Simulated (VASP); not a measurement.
Here is a VASP 6.6.1 calculation.

INCAR

```
SYSTEM = Al3As
ALGO = Normal
EDIFF = 1E-6
ENCUT = 520
GGA = PE
ISIF = 2
ISMEAR = 0
LASPH = .TRUE.
LCHARG = .TRUE.
LELF = .TRUE.
LREAL = .FALSE.
LVHAR = .TRUE.
LWAVE = .FALSE.
NBANDS = 15
NELM = 100
PREC = Accurate
SIGMA = 0.1
```

File KPOINTS:

```
k-points
0
G
  6 6 2
  0 0 0
```

Contents of POSCAR:

```
Al3As
1.0
    2.7443798160      0.0000000000      0.0000000000
    0.0000000000      2.7443798160      0.0000000000
    0.0000000000      0.0000000000     10.7148146638
Al As
3 1
Direct
    0.0000000000      0.0000000000      0.7495483784
    0.0000000000      0.0000000000      0.2504516216
    0.0000000000      0.0000000000      0.5000000000
    0.0000000000      0.0000000000      0.0000000000
```

Potentials or basis: VASP PAW PBE potentials, release 64 (Al, As).

Launch:

```console
$ cat potpaw_PBE.64/Al/POTCAR potpaw_PBE.64/As/POTCAR > POTCAR
$ mpirun -np 1 vasp_std > vasp.out
```

Question: What does it give for the largest force?

Answer: 0.012 eV/Å.

Question: Predict the band gap on the k mesh.

Answer: Zero (band 7 reaches 9.64 eV, above the bottom of band 8 at 4.21 eV).

Question: What does it give for the pressure?

Answer: 0.1 GPa.

Forces on the atoms (eV/Å):
```
Al   0.000  0.000 -0.012
Al   0.000  0.000  0.012
Al   0.000  0.000  0.000
As   0.000  0.000  0.000
```

Caveat: the k points lie up to 0.38 Å⁻¹ apart.
